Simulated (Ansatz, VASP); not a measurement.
# Two plane-wave programs on HgTe

```xyz
2
Lattice="0.0000 3.2892 3.2892 3.2892 0.0000 3.2892 3.2892 3.2892 0.0000" Properties=species:S:1:pos:R:3 pbc="T T T"
Hg    0.0000    0.0000    0.0000
Te    1.6446    1.6446    1.6446
```

Alike in both runs: task single point; functional PBE; k mesh 6 × 6 × 6; occupations fermi-dirac, width 0.02 eV; no spin polarisation.

|  | VASP | Ansatz |
| --- | --- | --- |
| version | VASP 6.6.1 | Ansatz 0.2.0 |
| potentials or method | VASP PAW PBE potentials, release 64 (Hg, Te) | plane waves, PAW |
| plane-wave cutoff (eV) | 520 | 420 |
| valence electrons in the cell | 18 | 36 |

```tsv
	VASP	Ansatz	Ansatz less VASP
pressure (GPa)	1.3	1.3	-0.05
```

VASP's potentials hold 18 valence electrons a cell and Ansatz's 36, so a difference there can come from the potentials and not from the codes.

Spin-orbit coupling is off throughout.
